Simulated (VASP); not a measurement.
# KLa (L11 type) (R-3m) in VASP: notebook

Runs on KLa (L11 type). Level: PBE. Tasks: single point.

Everything below comes from runs of VASP 6.6.1. Logs are shortened: lines on timing, memory, paths and dates and some standing lists are left out, and cuts for length are marked.

## 1. The cell of the first run

The structure is trigonal, space group R-3m (No. 166). Conventional cell: a = 3.710 Å, b = 3.710 Å, c = 21.836 Å, α = 90.00°, β = 90.00°, γ = 120.00°. Within 4.9 Å of K (site symmetry -3m) lie 6 K at 3.71 Å and 6 La at 4.22 Å. La (site symmetry -3m) has 6 La at 3.71 Å and 6 K at 4.22 Å within 4.9 Å.

## 2. Single point, PBE (43.39 Å³/atom)

File INCAR:

```
PREC = Accurate
ENCUT = 520
EDIFF = 1E-7
ISMEAR = -1
SIGMA = 0.05
LREAL = False
LASPH = True
NELM = 100
ALGO = Normal
ISIF = 2
LWAVE = False
LCHARG = False
GGA = PE
NBANDS = 17
```

File KPOINTS:

```
regular mesh
0
Gamma
  11 11 11
```

File POSCAR:

```
KLa
1.0
    1.8552411643     -1.0711239856      7.2787537683
    0.0000000000      2.1422479713      7.2787537683
   -1.8552411643     -1.0711239856      7.2787537683
K La
1 1
Direct
    0.0000000000      0.0000000000      0.0000000000
    0.5000000000      0.5000000000      0.5000000000
```

Potentials or basis: VASP PAW PBE potentials, release 64 (K_sv, La).

On the command line:

```bash
> cat potpaw_PBE.64/K_sv/POTCAR potpaw_PBE.64/La/POTCAR > POTCAR
> mpirun -np 1 vasp_std > vasp.out
```

OUTCAR:

```text
PREC = Accurate
   ENCUT = 520
   EDIFF = 1E-7
   ISMEAR = -1
   LREAL = False
   LASPH = True
   NELM = 100
   ISIF = 2
   GGA = PE

 ion  position               nearest neighbor table
   1  0.000  0.000  0.000-
   2  0.500  0.500  0.500-

  LATTYP: Found a trigonal (rhomboedric) cell.
 ALAT       =     7.5874556203
 COS(alpha) =     0.8804255445

  Lattice vectors:

 A1 = (   1.8552411643,  -1.0711239856,   7.2787537683)
 A2 = (   0.0000000000,   2.1422479713,   7.2787537683)
 A3 = (  -1.8552411643,  -1.0711239856,   7.2787537683)

Analysis of symmetry for initial positions (statically):
=====================================================================
 Subroutine PRICEL returns:
 Original cell was already a primitive cell.

 Routine SETGRP: Setting up the symmetry group for a
 trigonal (rhombohedral) supercell.

 Subroutine GETGRP returns: Found 12 space group operations
 (whereof 12 operations were pure point group operations)
 out of a pool of 12 trial point group operations.

The static configuration has the point symmetry D_3d.

Analysis of symmetry for dynamics (positions and initial velocities):
=====================================================================
 Subroutine PRICEL returns:
 Original cell was already a primitive cell.

 Routine SETGRP: Setting up the symmetry group for a
 trigonal (rhombohedral) supercell.

 Subroutine GETGRP returns: Found 12 space group operations
 (whereof 12 operations were pure point group operations)
 out of a pool of 12 trial point group operations.

The dynamic configuration has the point symmetry D_3d.

 Subroutine INISYM returns: Found 12 space group operations
 (whereof 12 operations are pure point group operations),
 and found     1 'primitive' translations

----------------------------------------------------------------------------------------

                                     Primitive cell

  volume of cell :      86.7857

  direct lattice vectors                    reciprocal lattice vectors
     1.855241164 -1.071123986  7.278753768     0.269506741 -0.155599789  0.045795385
     0.000000000  2.142247971  7.278753768     0.000000000  0.311199579  0.045795385
    -1.855241164 -1.071123986  7.278753768    -0.269506741 -0.155599789  0.045795385

  length of vectors
[... 71 lines left out ...]
   NGXF,Y,Z  is equivalent  to a cutoff of  24.54, 24.54, 24.54 a.u.
 SYSTEM =  unknown system
   PREC   = accura    normal or accurate (medium, high low for compatibility)
   ISTART =      0    job   : 0-new  1-cont  2-samecut
   ICHARG =      2    charge: 1-file 2-atom 10-const
   ISPIN  =      1    spin polarized calculation?
   LNONCOLLINEAR =      F non collinear calculations
   LSORBIT =      F    spin-orbit coupling
   LASPH  =      T    aspherical Exc in radial PAW
   ENCUT  =  520.0 eV  38.22 Ry    6.18 a.u.  14.11 14.11 14.11*2*pi/ulx,y,z
   NELM   =    100;   NELMIN=  2; NELMDL= -5     # of ELM steps
   EDIFF  = 0.1E-06   stopping-criterion for ELM
   LREAL  =      F    real-space projection
   EDIFFG = 0.1E-05   stopping-criterion for IOM
   NSW    =      0    number of steps for IOM
   IBRION =     -1    ionic relax: 0-MD 1-quasi-New 2-CG
   NFREE  =      0    steps in history (QN), initial steepest desc. (CG)
   ISIF   =      2    stress and relaxation
   ISYM   =      2    0-nonsym 1-usesym 2-fastsym
   POTIM  = 0.5000    time-step for ionic-motion
   TEBEG  =    0.0;   TEEND  =   0.0 temperature during run
   PSTRESS=    0.0 pullay stress
   NELECT =      20.0000    total number of electrons
   NUPDOWN=      -1.0000    fix difference up-down
   EMIN   =  10.00;   EMAX   =-10.00  energy-range for DOS
   EFERMI =   0.00;   METHOD = LEGACY
   ISMEAR =    -1;   SIGMA  =   0.05  broadening in eV -4-tet -1-fermi 0-gaus
   EFERMI_NEDOS =   21; number of points for ismear=-14 and -15
   IALGO  =     38    algorithm
   IMIX   =      4    mixing-type and parameters
     AMIX     =   0.40;   BMIX     =  1.00
     AMIX_MAG =   1.60;   BMIX_MAG =  1.00
  volume/ion in A,a.u.               =      43.39       292.83
  Fermi-wavevector in a.u.,A,eV,Ry     =   1.003696  1.896710 13.706576  1.007405
  Thomas-Fermi vector in A             =   2.136264
   LORBIT       =      0    0 simple, 1 ext, 2 COOP (PROOUT), +10 PAW based schemes
   GGA     = PE    functional components
[... 5 lines left out ...]
 non-spin polarized calculation
  energy-cutoff  :      520.00
  volume of cell :       86.79
 maximum number of plane-waves:      2358
   NGX = 29   NGY = 29   NGZ = 29

 number of electron      20.0000001 magnetization

 Free energy of the ion-electron system (eV)
  ---------------------------------------------------
  ext. energy  EPLUGINS =         0.00000000
  ---------------------------------------------------
  free energy    TOTEN  =        -5.18946740 eV

  energy without entropy =       -5.17240082  energy(sigma->0) =       -5.18093411

 E-fermi :   3.8090     XC(G=0):  -8.0121

 val. band max:        3.7994149939   @ k =   0.3636   0.2727  -0.0000
 cond. band min:       3.8224338924   @ k =   0.3636   0.3636   0.0909
 fundamental gap:      0.0230188985
 Fermi energy:         3.8090164438

 k-point     1 :       0.0000    0.0000    0.0000
  band No.  band energies     occupation
      1     -29.3961      2.00000
      2     -27.9506      2.00000
      3     -13.1749      2.00000
      4     -12.4657      2.00000
      5     -12.4657      2.00000
      6     -11.3676      2.00000
[... 457 lines left out ...]
      4     -13.0372      2.00000
      5     -12.7321      2.00000
      6     -11.5809      2.00000
[... 9 lines left out ...]
     16       5.4439      0.00000
     17       5.4866      0.00000

 [... further k-points ...]

------------------------ aborting loop because EDIFF is reached ----------------------------------------

  FORCE on cell =-STRESS in cart. coord.  units (eV):
  Direction    XX          YY          ZZ          XY          YZ          ZX
  --------------------------------------------------------------------------------------
  -------------------------------------------------------------------------------------
  Total        0.5272788      0.5272788      0.4445141      0.0000000      0.0000000      0.0000000
  in kB        9.7342495      9.7342495      8.2063062      0.0000000      0.0000000      0.0000000
  external PRESSURE =       9.2249350 kB  Pullay stress =       0.0000000 kB

 VOLUME and BASIS-vectors are now :
 -----------------------------------------------------------------------------
  energy-cutoff  :      520.00
  volume of cell :       86.79
      direct lattice vectors                 reciprocal lattice vectors
     1.855241164 -1.071123986  7.278753768     0.269506741 -0.155599789  0.045795385
     0.000000000  2.142247971  7.278753768     0.000000000  0.311199579  0.045795385
    -1.855241164 -1.071123986  7.278753768    -0.269506741 -0.155599789  0.045795385

 POSITION                                       TOTAL-FORCE (eV/Angst)
 -----------------------------------------------------------------------------------
      0.00000      0.00000      0.00000         0.000000      0.000000     -0.000000
      0.00000      0.00000     10.91813         0.000000     -0.000000      0.000000
 -----------------------------------------------------------------------------------
    total drift:                               -0.000000      0.000000      0.000000

  FREE ENERGIE OF THE ION-ELECTRON SYSTEM (eV)
  ---------------------------------------------------
  free  energy   TOTEN  =        -5.1894673964 eV

  energy  without entropy=       -5.1724008189  energy(sigma->0) =       -5.18093411
```

OSZICAR:

```text
N       E                     dE             d eps       ncg     rms          rms(c)
DAV:   1     0.213094631780E+03    0.21309E+03   -0.78945E+03  4964   0.142E+03
DAV:   2     0.190541984361E+02   -0.19404E+03   -0.18451E+03  7015   0.239E+02
DAV:   3    -0.354183192503E+01   -0.22596E+02   -0.21922E+02  6614   0.119E+02
DAV:   4    -0.579059469099E+01   -0.22488E+01   -0.21084E+01  9260   0.270E+01
DAV:   5    -0.588605314399E+01   -0.95458E-01   -0.94912E-01  7072   0.511E+00    0.314E+00
DAV:   6    -0.522376043666E+01    0.66229E+00   -0.26944E+00  9142   0.559E+00    0.319E+00
DAV:   7    -0.518659653348E+01    0.37164E-01   -0.42479E-01  8740   0.263E+00    0.247E+00
DAV:   8    -0.518886963730E+01   -0.22731E-02   -0.85126E-02  8009   0.187E+00    0.378E-01
DAV:   9    -0.518901215626E+01   -0.14252E-03   -0.32381E-02  8485   0.736E-01    0.203E-01
DAV:  10    -0.518939853886E+01   -0.38638E-03   -0.48172E-03  9312   0.309E-01    0.102E-01
DAV:  11    -0.518950442862E+01   -0.10589E-03   -0.40070E-04  9286   0.919E-02    0.896E-02
DAV:  12    -0.518946658637E+01    0.37842E-04   -0.26395E-04  8904   0.624E-02    0.958E-03
DAV:  13    -0.518946762803E+01   -0.10417E-05   -0.11836E-05  8551   0.199E-02    0.372E-03
DAV:  14    -0.518946744745E+01    0.18058E-06   -0.13095E-06  8760   0.853E-03    0.187E-03
DAV:  15    -0.518946739643E+01    0.51019E-07   -0.15390E-07  6248   0.285E-03
   1 F= -.51894674E+01 E0= -.51809341E+01  d E =-.170666E-01
```

stdout:

```text
POSCAR found type information on POSCAR K La
 POSCAR found :  2 types and       2 ions
 scaLAPACK will be used
 LDA part: xc-table for (Slater+PW92), standard interpolation
 POSCAR, INCAR and KPOINTS ok, starting setup
 FFT: planning ... GRIDC
 FFT: planning ... GRID_SOFT
 FFT: planning ... GRID
 WAVECAR not read
 entering main loop
```

Wall time 6 min (1 thread of Intel Xeon 6975P-C (Granite Rapids), shared host); peak memory 0.58 GiB.

Results:

```
Free energy            : -5.1895 eV
Pressure               : 0.9 GPa
Band gap on the k mesh : zero (bands 10 and 11 overlap by 0.55 eV)
```

Stress tensor (GPa, compression positive):
```
0.97 0.00 0.00
0.00 0.97 0.00
0.00 0.00 0.82
```

Caveat: spin-orbit coupling is left out, which moves the levels of the heavy elements.

## 3. Single point, PBE (44.75 Å³/atom)

This run uses another cell than the first one, of 44.75 Å³/atom.

File INCAR:

```
SYSTEM = KLa
PREC = Accurate
ENCUT = 520
EDIFF = 1E-6
ISMEAR = -1
SIGMA = 0.05
LREAL = .False.
LASPH = .True.
NELM = 80
ALGO = Normal
ISIF = 2
LWAVE = .False.
LCHARG = .False.
GGA = PE
NBANDS = 17
```

File KPOINTS:

```
Automatic mesh
0
Gamma
  11 11 11
  0 0 0
```

File POSCAR:

```
KLa
1.0
    1.8744391654     -1.0822079568      7.3540741772
    0.0000000000      2.1644159135      7.3540741772
   -1.8744391654     -1.0822079568      7.3540741772
K La
1 1
Direct
    0.0000000000      0.0000000000      0.0000000000
    0.5000000000      0.5000000000      0.5000000000
```

Potentials or basis: VASP PAW PBE potentials, release 64 (K_sv, La).

On the command line:

```bash
> cat potpaw_PBE.64/K_sv/POTCAR potpaw_PBE.64/La/POTCAR > POTCAR
> mpirun -np 1 vasp_std > vasp.out
```

OUTCAR:

```text
SYSTEM = KLa
   PREC = Accurate
   ENCUT = 520
   EDIFF = 1E-6
   ISMEAR = -1
   LREAL = .False.
   LASPH = .True.
   NELM = 80
   ISIF = 2
   GGA = PE

 ion  position               nearest neighbor table
   1  0.000  0.000  0.000-
   2  0.500  0.500  0.500-

  LATTYP: Found a trigonal (rhomboedric) cell.
 ALAT       =     7.6659704702
 COS(alpha) =     0.8804255445

  Lattice vectors:

 A1 = (   1.8744391654,  -1.0822079568,   7.3540741772)
 A2 = (   0.0000000000,   2.1644159135,   7.3540741772)
 A3 = (  -1.8744391654,  -1.0822079568,   7.3540741772)

Analysis of symmetry for initial positions (statically):
=====================================================================
 Subroutine PRICEL returns:
 Original cell was already a primitive cell.

 Routine SETGRP: Setting up the symmetry group for a
 trigonal (rhombohedral) supercell.

 Subroutine GETGRP returns: Found 12 space group operations
 (whereof 12 operations were pure point group operations)
 out of a pool of 12 trial point group operations.

The static configuration has the point symmetry D_3d.

[... 157 lines left out ...]

  energy without entropy =       -5.18298420  energy(sigma->0) =       -5.19209237

 E-fermi :   3.6292     XC(G=0):  -7.9053

 val. band max:        3.6242523192   @ k =   0.3636   0.2727   0.0000
 cond. band min:       3.6476752403   @ k =   0.3636   0.0909   0.0909
 fundamental gap:      0.0234229210
 Fermi energy:         3.6291667421

 k-point     1 :       0.0000    0.0000    0.0000
  band No.  band energies     occupation
      1     -29.6376      2.00000
      2     -28.1199      2.00000
      3     -13.4020      2.00000
      4     -12.7504      2.00000
      5     -12.7504      2.00000
      6     -11.5400      2.00000
[... 457 lines left out ...]
      4     -13.2788      2.00000
      5     -12.9931      2.00000
      6     -11.7413      2.00000
[... 9 lines left out ...]
     16       5.1827      0.00000
     17       5.2262      0.00000

 [... further k-points ...]

------------------------ aborting loop because EDIFF is reached ----------------------------------------

  FORCE on cell =-STRESS in cart. coord.  units (eV):
  Direction    XX          YY          ZZ          XY          YZ          ZX
  --------------------------------------------------------------------------------------
  -------------------------------------------------------------------------------------
  Total        0.2539634      0.2539634      0.2146164     -0.0000000     -0.0000000      0.0000000
  in kB        4.5459056      4.5459056      3.8416004     -0.0000000     -0.0000000      0.0000000
  external PRESSURE =       4.3111372 kB  Pullay stress =       0.0000000 kB

 VOLUME and BASIS-vectors are now :
 -----------------------------------------------------------------------------
  energy-cutoff  :      520.00
  volume of cell :       89.51
      direct lattice vectors                 reciprocal lattice vectors
     1.874439165 -1.082207957  7.354074177     0.266746454 -0.154006137  0.045326349
     0.000000000  2.164415914  7.354074177     0.000000000  0.308012274  0.045326349
    -1.874439165 -1.082207957  7.354074177    -0.266746454 -0.154006137  0.045326349

 POSITION                                       TOTAL-FORCE (eV/Angst)
 -----------------------------------------------------------------------------------
      0.00000      0.00000      0.00000         0.000000      0.000000      0.000000
      0.00000     -0.00000     11.03111         0.000000     -0.000000     -0.000000
 -----------------------------------------------------------------------------------
    total drift:                                0.000000     -0.000000      0.000000

  FREE ENERGIE OF THE ION-ELECTRON SYSTEM (eV)
  ---------------------------------------------------
  free  energy   TOTEN  =        -5.2012005423 eV

  energy  without entropy=       -5.1829841988  energy(sigma->0) =       -5.19209237
```

OSZICAR:

```text
N       E                     dE             d eps       ncg     rms          rms(c)
DAV:   1     0.215236808736E+03    0.21524E+03   -0.78575E+03  4964   0.140E+03
DAV:   2     0.187627462673E+02   -0.19647E+03   -0.18711E+03  7075   0.237E+02
DAV:   3    -0.368535645920E+01   -0.22448E+02   -0.21815E+02  6811   0.120E+02
DAV:   4    -0.575566421893E+01   -0.20703E+01   -0.19132E+01  9181   0.263E+01
DAV:   5    -0.585015057070E+01   -0.94486E-01   -0.93897E-01  7230   0.514E+00    0.303E+00
DAV:   6    -0.523123206070E+01    0.61892E+00   -0.26125E+00  9122   0.543E+00    0.309E+00
DAV:   7    -0.519802389253E+01    0.33208E-01   -0.37804E-01  8760   0.253E+00    0.233E+00
DAV:   8    -0.519970914362E+01   -0.16853E-02   -0.79119E-02  7768   0.182E+00    0.403E-01
DAV:   9    -0.520080533000E+01   -0.10962E-02   -0.24666E-02  8750   0.727E-01    0.184E-01
DAV:  10    -0.520117167016E+01   -0.36634E-03   -0.45174E-03  9127   0.288E-01    0.106E-01
DAV:  11    -0.520122954478E+01   -0.57875E-04   -0.19610E-04  8872   0.746E-02    0.759E-02
DAV:  12    -0.520120008195E+01    0.29463E-04   -0.20286E-04  8855   0.661E-02    0.515E-03
DAV:  13    -0.520120054226E+01   -0.46031E-06   -0.66352E-06  7446   0.142E-02
   1 F= -.52012005E+01 E0= -.51920924E+01  d E =-.182163E-01
```

stdout:

```text
POSCAR found type information on POSCAR K La
 POSCAR found :  2 types and       2 ions
 scaLAPACK will be used
 LDA part: xc-table for (Slater+PW92), standard interpolation
 POSCAR, INCAR and KPOINTS ok, starting setup
 FFT: planning ... GRIDC
 FFT: planning ... GRID_SOFT
 FFT: planning ... GRID
 WAVECAR not read
 entering main loop
```

It took 6.1 min on 1 thread of Intel Xeon 6975P-C (Granite Rapids), shared host; peak memory 0.68 GiB.

Results:

```yaml
Free_energy: -5.2012 eV
Pressure: 0.4 GPa
Band_gap_on_the_k_mesh: zero (bands 10 and 11 overlap by 0.55 eV)
```

Caveat: spin-orbit coupling is left out, which moves the levels of the heavy elements.

(Continued in part 2 of 2.)
